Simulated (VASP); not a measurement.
CdTe, 2 atoms in the cell. It takes space group F-43m (No. 216, cubic). The conventional cell has a = 6.442 Å, b = 6.442 Å, c = 6.442 Å, α = 90.00°, β = 90.00°, γ = 90.00°. Within 3.7 Å of Cd (site symmetry -43m) lie 4 Te at 2.79 Å. Te (site symmetry -43m) has 4 Cd at 2.79 Å within 3.7 Å. 

* Program: VASP 6.6.1
* Task: single point
* Functional: PBE
* Dispersion: D4
* Potentials or basis: VASP PAW PBE potentials, release 64 (Cd, Te)
* Cutoff: 520 eV
* k mesh: 6 × 6 × 6
* Occupations: gaussian, width 0.05 eV
* Spin: no spin polarisation
* Dipole correction: no
* Further INCAR settings: ALGO = Normal; EDIFF = 1e-06; NBANDS = 16

Potentials or basis: VASP PAW PBE potentials, release 64 (Cd, Te).

Run with:

```console
$ cat potpaw_PBE.64/Cd/POTCAR potpaw_PBE.64/Te/POTCAR > POTCAR
$ mpirun -np 1 vasp_std > vasp.out
```

Hardware: 1 thread of Intel Xeon 6975P-C (shared host).

Question: Estimate the wall time of this run.

Answer: Run time: 39 s on 1 thread of Intel Xeon 6975P-C (shared host), peak memory 0.21 GiB. Counts: scf iterations 12, k points 16.
